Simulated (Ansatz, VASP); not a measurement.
## Two plane-wave programs on SiC3

```
CELL_PARAMETERS angstrom
3.72833 0.00000 0.00000
0.00000 3.72833 0.00000
0.00000 0.00000 3.72833
ATOMIC_POSITIONS crystal
Si 0.00000 0.00000 0.00000
C 0.50000 0.00000 0.00000
C 0.00000 0.50000 0.00000
C 0.00000 0.00000 0.50000
```

Alike in both runs: functional PBE; k mesh 5 × 5 × 5; occupations gaussian, width 0.2 eV; no spin polarisation.

Ansatz relaxed the structure, and its values are those at the end. VASP's run is a single point on that final structure, the one shown.

|  | VASP | Ansatz |
| --- | --- | --- |
| version | VASP 6.6.1 | Ansatz 0.2.0 |
| potentials or method | VASP PAW PBE potentials, release 64 (Si, C), cutoff 600 eV | scalar-relativistic, plane waves, PAW |
| valence electrons in the cell | 16 | 16 |

```csv
,VASP,Ansatz,Ansatz less VASP
gap on the k mesh at the Fermi level (eV),none,none,-
pressure (GPa),-0.3,0.0,+0.30
```

A gap of «none» marks a metal or a gap that the smearing closes.
